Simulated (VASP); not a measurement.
# CaO (Fm-3m) in VASP: elastic constants with PBE

Aim: the elastic constants of CaO with PBE.

Program: VASP 6.6.1. These are calculated values, not measurements. Logs are shortened: lines on timing, memory, paths and dates and some standing lists are left out, and cuts for length are marked.

## (1) The cell of the first run

It takes space group Fm-3m (No. 225, cubic). Conventional cell: a = 4.831 Å, b = 4.831 Å, c = 4.831 Å, α = 90.00°, β = 90.00°, γ = 90.00°. Ca (site symmetry m-3m) has 6 O at 2.42 Å within 3.2 Å. Within 3.2 Å of O (site symmetry m-3m) lie 6 Ca at 2.42 Å.

## (2) Elastic constants, PBE

File INCAR:

```
SYSTEM = CaO
PREC = Accurate
ENCUT = 600
EDIFF = 1E-8
ISMEAR = 0
SIGMA = 0.05
LREAL = .FALSE.
LASPH = .TRUE.
NELM = 60
ALGO = Normal
ISIF = 3
LWAVE = .FALSE.
LCHARG = .FALSE.
GGA = PE
NBANDS = 15
IBRION = 6
NFREE = 2
POTIM = 0.015
NSW = 1
```

File KPOINTS:

```
regular mesh
0
G
  12 12 12
  0 0 0
```

File POSCAR:

```
CaO
1.0
    0.0000000000      2.4154225699      2.4154225699
    2.4154225699      0.0000000000      2.4154225699
    2.4154225699      2.4154225699      0.0000000000
Ca O
1 1
Direct
    0.5000000000      0.5000000000      0.5000000000
    0.0000000000      0.0000000000      0.0000000000
```

Potentials or basis: VASP PAW PBE potentials, release 64 (Ca_sv, O).

Command:

```console
cat potpaw_PBE.64/Ca_sv/POTCAR potpaw_PBE.64/O/POTCAR > POTCAR
mpirun -np 1 vasp_std > vasp.out
```

OUTCAR:

```text
SYSTEM = CaO
   PREC = Accurate
   ENCUT = 600
   EDIFF = 1E-8
   ISMEAR = 0
   LREAL = .FALSE.
   LASPH = .TRUE.
   NELM = 60
   ISIF = 3
   GGA = PE
   IBRION = 6
   NFREE = 2
   POTIM = 0.015
   NSW = 1

 ion  position               nearest neighbor table
   1  0.500  0.500  0.500-   2 2.42   2 2.42   2 2.42   2 2.42   2 2.42   2 2.42
   2  0.000  0.000  0.000-   1 2.42   1 2.42   1 2.42   1 2.42   1 2.42   1 2.42

  LATTYP: Found a face centered cubic cell.
 ALAT       =     4.8308451398

  Lattice vectors:

 A1 = (   0.0000000000,   2.4154225699,   2.4154225699)
 A2 = (   2.4154225699,   0.0000000000,   2.4154225699)
 A3 = (   2.4154225699,   2.4154225699,   0.0000000000)

Analysis of symmetry for initial positions (statically):
=====================================================================
 Subroutine PRICEL returns:
 Original cell was already a primitive cell.

 Routine SETGRP: Setting up the symmetry group for a
 face centered cubic supercell.

 Subroutine GETGRP returns: Found 48 space group operations
 (whereof 48 operations were pure point group operations)
 out of a pool of 48 trial point group operations.

The static configuration has the point symmetry O_h .

Analysis of symmetry for dynamics (positions and initial velocities):
=====================================================================
 Subroutine PRICEL returns:
 Original cell was already a primitive cell.

 Routine SETGRP: Setting up the symmetry group for a
 face centered cubic supercell.

 Subroutine GETGRP returns: Found 48 space group operations
 (whereof 48 operations were pure point group operations)
 out of a pool of 48 trial point group operations.

The dynamic configuration has the point symmetry O_h .

 Subroutine INISYM returns: Found 48 space group operations
[... 764 lines left out ...]
      4     -16.2866      2.00000
      5     -12.2711      2.00000
      6       0.0166      2.00000
      7       1.1492      2.00000
      8       1.1678      2.00000
      9       9.0771      0.00000
     10       9.4051      0.00000
     11      10.5876      0.00000
     12      11.1825      0.00000
     13      12.4812      0.00000
     14      13.4140      0.00000
     15      16.0491      0.00000

 [... further k-points ...]

------------------------ aborting loop because EDIFF is reached ----------------------------------------

  FORCE on cell =-STRESS in cart. coord.  units (eV):
  Direction    XX          YY          ZZ          XY          YZ          ZX
  --------------------------------------------------------------------------------------
  -------------------------------------------------------------------------------------
  Total        0.0852398      0.0794878      0.0794878      0.0000000     -0.0000000      0.0000000
  in kB        4.8455578      4.5185796      4.5185796      0.0000000     -0.0000000      0.0000000
  external PRESSURE =       4.6275723 kB  Pullay stress =       0.0000000 kB
[... 17 lines left out ...]
  FREE ENERGIE OF THE ION-ELECTRON SYSTEM (eV)
  ---------------------------------------------------
  free  energy   TOTEN  =       -12.8072691999 eV

  energy  without entropy=      -12.8072691999  energy(sigma->0) =      -12.80726920

 INTERNAL STRAIN TENSORS FROM STRAINED CELLS
 ============================================

 INTERNAL STRAIN TENSOR FOR ION    1 for displacements in x,y,z  (eV/Angst):
          X           Y           Z          XY          YZ          ZX
  --------------------------------------------------------------------------------
  x     0.00000    -0.00000     0.00000     0.00000    -0.00000     0.00000
  y     0.00000     0.00000    -0.00000     0.00000    -0.00000     0.00000
  z    -0.00000    -0.00000    -0.00000     0.00000     0.00000     0.00000

 INTERNAL STRAIN TENSORS FROM DISPLACED ATOMS
 ============================================

 INTERNAL STRAIN TENSOR FOR ION    1 for displacements in x,y,z  (eV/Angst):
          X           Y           Z          XY          YZ          ZX
  --------------------------------------------------------------------------------
  x     0.00000     0.00000     0.00000     0.00000     0.00000     0.00000
  y     0.00000     0.00000     0.00000     0.00000     0.00000     0.00000
  z     0.00000     0.00000     0.00000     0.00000     0.00000     0.00000

 INTERNAL STRAIN TENSOR FOR ION    2 for displacements in x,y,z  (eV/Angst):
          X           Y           Z          XY          YZ          ZX
  --------------------------------------------------------------------------------
  x     0.00000     0.00000     0.00000     0.00000     0.00000     0.00000
  y     0.00000     0.00000     0.00000     0.00000     0.00000     0.00000
  z     0.00000     0.00000     0.00000     0.00000     0.00000     0.00000

 Eigenvectors and eigenvalues of the dynamical matrix
 ----------------------------------------------------

   1 f  =    7.851696 THz    49.333660 2PiTHz  261.904381 cm-1    32.471990 meV
             X         Y         Z           dx          dy          dz
      2.415423  2.415423  2.415423     0.000000    0.457782   -0.275699
      0.000000  0.000000  0.000000     0.000000   -0.724065    0.436068
[... 21 lines left out ...]
   6 f/i=    0.002239 THz     0.014071 2PiTHz    0.074700 cm-1     0.009262 meV
             X         Y         Z           dx          dy          dz
      2.415423  2.415423  2.415423    -0.785837   -0.299300    0.085472
      0.000000  0.000000  0.000000    -0.496837   -0.189229    0.054039

--------------------------------------------------------------------------------------------------------

 ELASTIC MODULI CONTR FROM IONIC RELAXATION (kBar)
 Direction    XX          YY          ZZ          XY          YZ          ZX
 --------------------------------------------------------------------------------
 XX           0.0000      0.0000      0.0000      0.0000      0.0000      0.0000
 YY           0.0000      0.0000      0.0000      0.0000      0.0000      0.0000
 ZZ           0.0000      0.0000      0.0000      0.0000      0.0000      0.0000
 XY           0.0000      0.0000      0.0000      0.0000      0.0000      0.0000
 YZ           0.0000      0.0000      0.0000      0.0000      0.0000      0.0000
 ZX           0.0000      0.0000      0.0000      0.0000      0.0000      0.0000
 --------------------------------------------------------------------------------

 TOTAL ELASTIC MODULI (kBar)
 Direction    XX          YY          ZZ          XY          YZ          ZX
 --------------------------------------------------------------------------------
 XX        2071.6074    568.2723    568.2723      0.0000      0.0000      0.0000
 YY         568.2723   2071.6074    568.2723      0.0000      0.0000      0.0000
 ZZ         568.2723    568.2723   2071.6074      0.0000     -0.0000     -0.0000
 XY           0.0000      0.0000      0.0000    751.2628      0.0000      0.0000
 YZ           0.0000      0.0000     -0.0000      0.0000    751.2628      0.0000
 ZX           0.0000      0.0000     -0.0000      0.0000      0.0000    751.2628
 --------------------------------------------------------------------------------
```

OSZICAR:

```text
N       E                     dE             d eps       ncg     rms          rms(c)
DAV:   1     0.121198612368E+03    0.12120E+03   -0.88330E+03  2160   0.120E+03
DAV:   2    -0.810246150300E+01   -0.12930E+03   -0.11975E+03  2651   0.301E+02
DAV:   3    -0.143481033752E+02   -0.62456E+01   -0.61966E+01  3335   0.609E+01
[... 200 lines left out ...]
DAV:   4    -0.128072672220E+02    0.72334E-05   -0.21698E-04  5877   0.123E-01    0.233E-02
DAV:   5    -0.128072686546E+02   -0.14326E-05   -0.82879E-06  5576   0.280E-02    0.156E-02
DAV:   6    -0.128072691287E+02   -0.47415E-06   -0.48262E-06  5947   0.237E-02    0.186E-03
DAV:   7    -0.128072691969E+02   -0.68150E-07   -0.77310E-07  5996   0.748E-03    0.126E-03
DAV:   8    -0.128072691999E+02   -0.30825E-08   -0.22779E-08  6136   0.165E-03
  17 F= -.12807269E+02 E0= -.12807269E+02  d E =-.143486E-15
```

Run time: 12 min. Hardware: 1 thread of Intel Xeon 6975P-C (Granite Rapids), shared host; peak memory 0.5 GiB.

What came out:

```yaml
Elastic_constants_C11_C12_C44: 207, 57, 75 GPa
Voigt_bulk_modulus: 107 GPa
Highest_phonon_frequency_at_Γ_LO-TO_splitting_left_out: 262 cm⁻¹
```

Phonon frequencies in cm⁻¹ (negative: imaginary):
```
              q point        frequencies
(0.000, 0.000, 0.000)  0 0 0 262 262 262
```

Elastic tensor in Voigt notation (GPa, in the Cartesian axes of the cell as first typed):
```
207  57  57   0   0   0
 57 207  57   0   0   0
 57  57 207   0   0   0
  0   0   0  75   0   0
  0   0   0   0  75   0
  0   0   0   0   0  75
```

Clamped-ion elastic tensor (GPa):
```
207  57  57   0   0   0
 57 207  57   0   0   0
 57  57 207   0   0   0
  0   0   0  75   0   0
  0   0   0   0  75   0
  0   0   0   0   0  75
```
